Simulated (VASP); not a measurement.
# TiHg (P4/mmm) in VASP: electric field gradients with LDA

Aim: the electric field gradients of TiHg with LDA.

All numbers are computed with VASP 6.6.1; they aren't measurements. Logs are shortened: lines on timing, memory, paths and dates and some standing lists are left out, and cuts for length are marked.

### Step 1. The cell of the first run

It takes space group P4/mmm (No. 123, tetragonal). The conventional cell has a = 2.948 Å, b = 2.948 Å, c = 3.959 Å, α = 90.00°, β = 90.00°, γ = 90.00°. Within 3.8 Å of Ti (site symmetry 4/mmm) lie 8 Hg at 2.87 Å and 4 Ti at 2.95 Å. Hg (site symmetry 4/mmm) has 8 Ti at 2.87 Å and 4 Hg at 2.95 Å within 3.8 Å.

### Step 2. Electric field gradients, LDA (17.20 Å³/atom)

Input file INCAR:

```
SYSTEM = TiHg
PREC     = Accurate       ! precision mode
ENCUT    = 410            ! plane-wave cutoff, eV
EDIFF    = 1E-8           ! SCF threshold, eV
ISMEAR   = -1             ! smearing method
SIGMA    = 0.08           ! smearing width, eV
LREAL    = .False.        ! projectors in reciprocal space
LASPH    = .True.         ! aspherical terms in the spheres
NELM     = 120            ! most SCF steps
ALGO     = Normal         ! electronic algorithm
ISIF     = 2              ! what is computed and relaxed
LWAVE    = .False.        ! write WAVECAR
LCHARG   = .False.        ! write CHGCAR
LEFG     = .True.       
NBANDS   = 23             ! bands
GGA_COMPAT= .False.
```

Input file KPOINTS:

```
Automatic mesh
0
Gamma
  14 14 10
  0 0 0
```

Input file POSCAR:

```
TiHg
1.0
    2.9475746011      0.0000000000      0.0000000000
    0.0000000000      2.9475746011      0.0000000000
    0.0000000000      0.0000000000      3.9585074653
Ti Hg
1 1
Direct
    0.5000000000      0.5000000000      0.5000000000
    0.0000000000      0.0000000000      0.0000000000
```

Potentials or basis: VASP PAW LDA potentials, release 64 (Ti_sv, Hg_sv_GW).

Command:

```bash
> cat potpaw_LDA.64/Ti_sv/POTCAR potpaw_LDA.64/Hg_sv_GW/POTCAR > POTCAR
> mpirun -np 1 vasp_std > vasp.out
```

OUTCAR:

```text
SYSTEM = TiHg
   PREC = Accurate
   ENCUT = 410
   EDIFF = 1E-8
   ISMEAR = -1
   LREAL = .False.
   LASPH = .True.
   NELM = 120
   ISIF = 2

 ion  position               nearest neighbor table
   1  0.500  0.500  0.500-   2 2.87   2 2.87   2 2.87   2 2.87   2 2.87   2 2.87   2 2.87   2 2.87

   2  0.000  0.000  0.000-   1 2.87   1 2.87   1 2.87   1 2.87   1 2.87   1 2.87   1 2.87   1 2.87

  LATTYP: Found a simple tetragonal cell.
 ALAT       =     2.9475746011
 C/A-ratio  =     1.3429710867

  Lattice vectors:

 A1 = (   2.9475746011,   0.0000000000,   0.0000000000)
 A2 = (   0.0000000000,   2.9475746011,   0.0000000000)
 A3 = (   0.0000000000,   0.0000000000,   3.9585074653)

Analysis of symmetry for initial positions (statically):
=====================================================================
 Subroutine PRICEL returns:
 Original cell was already a primitive cell.

 Routine SETGRP: Setting up the symmetry group for a
 simple tetragonal supercell.

 Subroutine GETGRP returns: Found 16 space group operations
 (whereof 16 operations were pure point group operations)
 out of a pool of 16 trial point group operations.

The static configuration has the point symmetry D_4h.

Analysis of symmetry for dynamics (positions and initial velocities):
=====================================================================
 Subroutine PRICEL returns:
 Original cell was already a primitive cell.

 Routine SETGRP: Setting up the symmetry group for a
 simple tetragonal supercell.

 Subroutine GETGRP returns: Found 16 space group operations
 (whereof 16 operations were pure point group operations)
 out of a pool of 16 trial point group operations.

The dynamic configuration has the point symmetry D_4h.

 Subroutine INISYM returns: Found 16 space group operations
 (whereof 16 operations are pure point group operations),
 and found     1 'primitive' translations

----------------------------------------------------------------------------------------

                                     Primitive cell

  volume of cell :      34.3923

  direct lattice vectors                    reciprocal lattice vectors
     2.947574601  0.000000000  0.000000000     0.339261982  0.000000000  0.000000000
     0.000000000  2.947574601  0.000000000     0.000000000  0.339261982  0.000000000
     0.000000000  0.000000000  3.958507465     0.000000000  0.000000000  0.252620466

  length of vectors
     2.947574601  2.947574601  3.958507465     0.339261982  0.339261982  0.252620466

  position of ions in fractional coordinates (direct lattice)
     0.500000000  0.500000000  0.500000000
     0.000000000  0.000000000  0.000000000

  ion indices of the primitive-cell ions
   primitive index   ion index
                 1           1
                 2           2

----------------------------------------------------------------------------------------

 KPOINTS: Automatic mesh

Automatic generation of k-mesh.
 Grid dimensions read from file:
 generate k-points for:   14   14   10

 Generating k-lattice:

  Cartesian coordinates                     Fractional coordinates (reciprocal lattice)
     0.024232999  0.000000000  0.000000000     0.071428571  0.000000000  0.000000000
     0.000000000  0.024232999  0.000000000     0.000000000  0.071428571  0.000000000
     0.000000000  0.000000000  0.025262047     0.000000000  0.000000000  0.100000000

  Length of vectors
     0.024232999  0.024232999  0.025262047

  Shift w.r.t. Gamma in fractional coordinates (k-lattice)
     0.000000000  0.000000000  0.000000000

 Subroutine IBZKPT returns following result:
 ===========================================

 Found    216 irreducible k-points:

 Following reciprocal coordinates:
            Coordinates               Weight
  0.000000  0.000000  0.000000      1.000000
  0.071429  0.000000  0.000000      4.000000
  0.142857  0.000000  0.000000      4.000000
  0.214286  0.000000  0.000000      4.000000
  0.285714  0.000000  0.000000      4.000000
  0.357143  0.000000  0.000000      4.000000
[... 16 lines left out ...]
  0.285714  0.214286  0.000000      8.000000
  0.357143  0.214286  0.000000      8.000000
 [... further k-points ...]
   k-points           NKPTS =    216   k-points in BZ     NKDIM =    216   number of bands    NBANDS=     23
   number of dos      NEDOS =    301   number of ions     NIONS =      2
   total plane-waves  NPLWV =  11200
   dimension x,y,z NGX =    20 NGY =   20 NGZ =   28
   dimension x,y,z NGXF=    40 NGYF=   40 NGZF=   56
   ions per type =               1   1
   NGX,Y,Z   is equivalent  to a cutoff of  11.28, 11.28, 11.76 a.u.
   NGXF,Y,Z  is equivalent  to a cutoff of  22.56, 22.56, 23.52 a.u.
 SYSTEM =  TiHg
   PREC   = accura    normal or accurate (medium, high low for compatibility)
   ISTART =      0    job   : 0-new  1-cont  2-samecut
   ICHARG =      2    charge: 1-file 2-atom 10-const
   ISPIN  =      1    spin polarized calculation?
   LNONCOLLINEAR =      F non collinear calculations
   LSORBIT =      F    spin-orbit coupling
   LASPH  =      T    aspherical Exc in radial PAW
   ENCUT  =  410.0 eV  30.13 Ry    5.49 a.u.   4.87  4.87  6.54*2*pi/ulx,y,z
   NELM   =    120;   NELMIN=  2; NELMDL= -5     # of ELM steps
   EDIFF  = 0.1E-07   stopping-criterion for ELM
   LREAL  =      F    real-space projection
   EDIFFG = 0.1E-06   stopping-criterion for IOM
   NSW    =      0    number of steps for IOM
   IBRION =     -1    ionic relax: 0-MD 1-quasi-New 2-CG
   NFREE  =      0    steps in history (QN), initial steepest desc. (CG)
   ISIF   =      2    stress and relaxation
   ISYM   =      2    0-nonsym 1-usesym 2-fastsym
   POTIM  = 0.5000    time-step for ionic-motion
   TEBEG  =    0.0;   TEEND  =   0.0 temperature during run
   PSTRESS=    0.0 pullay stress
   NELECT =      32.0000    total number of electrons
   NUPDOWN=      -1.0000    fix difference up-down
   EMIN   =  10.00;   EMAX   =-10.00  energy-range for DOS
   EFERMI =   0.00;   METHOD = LEGACY
   ISMEAR =    -1;   SIGMA  =   0.08  broadening in eV -4-tet -1-fermi 0-gaus
   EFERMI_NEDOS =   21; number of points for ismear=-14 and -15
   IALGO  =     38    algorithm
   IMIX   =      4    mixing-type and parameters
     AMIX     =   0.40;   BMIX     =  1.00
     AMIX_MAG =   1.60;   BMIX_MAG =  1.00
  volume/ion in A,a.u.               =      17.20       116.05
  Fermi-wavevector in a.u.,A,eV,Ry     =   1.598225  3.020206 34.753657  2.554322
  Thomas-Fermi vector in A             =   2.695708
   LORBIT       =      0    0 simple, 1 ext, 2 COOP (PROOUT), +10 PAW based schemes
   GGA     = CA    functional components
   LHFCALC =     F    Hartree Fock is set to
   AEXX    =    0.0000 exact exchange contribution
   IVDW    =     0    specifies the selected vdW correction
   LEPSILON=     F    determine dielectric tensor
   LRPA    =     F    only Hartree local field effects (RPA)
 non-spin polarized calculation
  energy-cutoff  :      410.00
  volume of cell :       34.39
 maximum number of plane-waves:       676
 NGX is ok and might be reduce to    20
   NGX =  9   NGY =  9   NGZ = 13

 number of electron      31.9999995 magnetization

 Free energy of the ion-electron system (eV)
  ---------------------------------------------------
  ext. energy  EPLUGINS =         0.00000000
  ---------------------------------------------------
  free energy    TOTEN  =        -9.86853832 eV

  energy without entropy =       -9.81571008  energy(sigma->0) =       -9.84212420

 E-fermi :   9.0298     XC(G=0): -12.7637

 val. band max:        9.0280640298   @ k =   0.5000   0.3571   0.1000
 cond. band min:       9.0354704023   @ k =   0.3571   0.1429   0.1000
 fundamental gap:      0.0074063725
 Fermi energy:         9.0297674248

 k-point     1 :       0.0000    0.0000    0.0000
  band No.  band energies     occupation
      1    -106.1790      2.00000
      2     -54.7858      2.00000
      3     -54.7611      2.00000
      4     -54.7611      2.00000
      5     -47.2171      2.00000
      6     -24.0120      2.00000
[... 15 lines left out ...]
     22      17.9175      0.00000
     23      17.9175      0.00000
[... 575 lines left out ...]
      1    -106.1774      2.00000
      2     -54.8110      2.00000
      3     -54.7825      2.00000
      4     -54.7811      2.00000
      5     -47.1724      2.00000
      6     -23.9711      2.00000
[... 15 lines left out ...]
     22      16.6766      0.00000
     23      18.5766      0.00000

 [... further k-points ...]

------------------------ aborting loop because EDIFF is reached ----------------------------------------

  FORCE on cell =-STRESS in cart. coord.  units (eV):
  Direction    XX          YY          ZZ          XY          YZ          ZX
  --------------------------------------------------------------------------------------
  -------------------------------------------------------------------------------------
  Total       -0.3063536     -0.3063536     -0.0293361      0.0000000     -0.0000000      0.0000000
  in kB      -14.2715922    -14.2715922     -1.3666341      0.0000000     -0.0000000      0.0000000
  external PRESSURE =      -9.9699395 kB  Pullay stress =       0.0000000 kB

 VOLUME and BASIS-vectors are now :
 -----------------------------------------------------------------------------
  energy-cutoff  :      410.00
  volume of cell :       34.39
      direct lattice vectors                 reciprocal lattice vectors
     2.947574601  0.000000000  0.000000000     0.339261982  0.000000000  0.000000000
     0.000000000  2.947574601  0.000000000     0.000000000  0.339261982  0.000000000
     0.000000000  0.000000000  3.958507465     0.000000000  0.000000000  0.252620466

 POSITION                                       TOTAL-FORCE (eV/Angst)
 -----------------------------------------------------------------------------------
      1.47379      1.47379      1.97925         0.000000      0.000000      0.000000
      0.00000      0.00000      0.00000         0.000000      0.000000      0.000000
 -----------------------------------------------------------------------------------
    total drift:                               -0.000000      0.000000      0.000000

  FREE ENERGIE OF THE ION-ELECTRON SYSTEM (eV)
  ---------------------------------------------------
  free  energy   TOTEN  =        -9.8685383220 eV

  energy  without entropy=       -9.8157100804  energy(sigma->0) =       -9.84212420

 Electric field gradients (V/A^2)
---------------------------------------------------------------------
 ion       V_xx      V_yy      V_zz      V_xy      V_xz      V_yz
---------------------------------------------------------------------
   1     -12.336   -12.336    24.673    -0.000     0.000     0.000
   2     117.750   117.750  -235.500     0.000    -0.000    -0.000
---------------------------------------------------------------------

 Electric field gradients after diagonalization (V/A^2)
 (convention: |V_zz| > |V_xx| > |V_yy|)
----------------------------------------------------------------------
 ion       V_xx      V_yy      V_zz     asymmetry (V_yy - V_xx)/ V_zz
----------------------------------------------------------------------
   1     -12.336   -12.336    24.673       0.000
   2     117.750   117.750  -235.500       0.000
----------------------------------------------------------------------

           NMR quadrupolar parameters

 Cq : quadrupolar parameter    Cq=e*Q*V_zz/h
 eta: asymmetry parameters     (V_yy - V_xx)/ V_zz
 Q  : nuclear electric quadrupole moment in mb (millibarn)
----------------------------------------------------------------------
 ion       Cq(MHz)       eta       Q (mb)
----------------------------------------------------------------------
   1       0.060       0.000       1.000
   2      -0.569       0.000       1.000
----------------------------------------------------------------------
```

It took 1.8 min on 1 thread of AMD EPYC 7R43 (Zen 3), shared host; peak memory 0.21 GiB.

Results:

| Property | Result |
| --- | --- |
| Free energy | -9.8685 eV |
| Pressure | -1.0 GPa |
| Band gap on the k mesh | zero (bands 16 and 17 overlap by 1.25 eV) |
| Largest electric field gradient by atom | Ti +24.7; Hg -235.5 V/Å² |

Stress tensor (GPa, compression positive):
```
-1.43  0.00  0.00
 0.00 -1.43  0.00
 0.00  0.00 -0.14
```

Levels at points of the mesh, in eV from the Fermi level:
| k point | band 13 | band 14 | band 15 | band 16 | band 17 | band 18 | band 19 | band 20 |
| --- | --- | --- | --- | --- | --- | --- | --- | --- |
| (0.00, 0.00, 0.00) | -7.17 | -6.63 | -0.50 | -0.27 | 1.32 | 2.12 | 2.12 | 2.66 |
| (0.50, 0.00, 0.00) | -6.96 | -3.97 | -3.43 | -1.18 | -0.52 | 1.19 | 1.85 | 3.89 |
| (0.50, 0.50, 0.00) | -5.82 | -2.14 | 0.29 | 0.29 | 1.34 | 1.34 | 1.54 | 3.46 |
| (0.00, 0.00, 0.50) | -6.60 | -6.58 | -4.80 | -0.84 | 0.75 | 1.25 | 1.25 | 2.57 |
| (0.50, 0.00, 0.50) | -7.04 | -3.63 | -1.83 | -0.74 | -0.25 | 1.75 | 2.14 | 2.14 |
| (0.50, 0.50, 0.50) | -5.82 | -2.28 | -1.88 | -1.88 | 1.56 | 1.69 | 3.47 | 6.07 |

Electric field gradients, principal values (V/Å²):
| atom | least | middle | greatest (by size) |
| --- | --- | --- | --- |
| 1 Ti | -12.336 | -12.336 | 24.673 |
| 2 Hg | 117.750 | 117.750 | -235.500 |

Caveat: without QUAD_EFG the Cq values of the log hold for a quadrupole moment of 1 mb, not for the nuclei; spin-orbit coupling is left out, which moves the levels of the heavy elements.
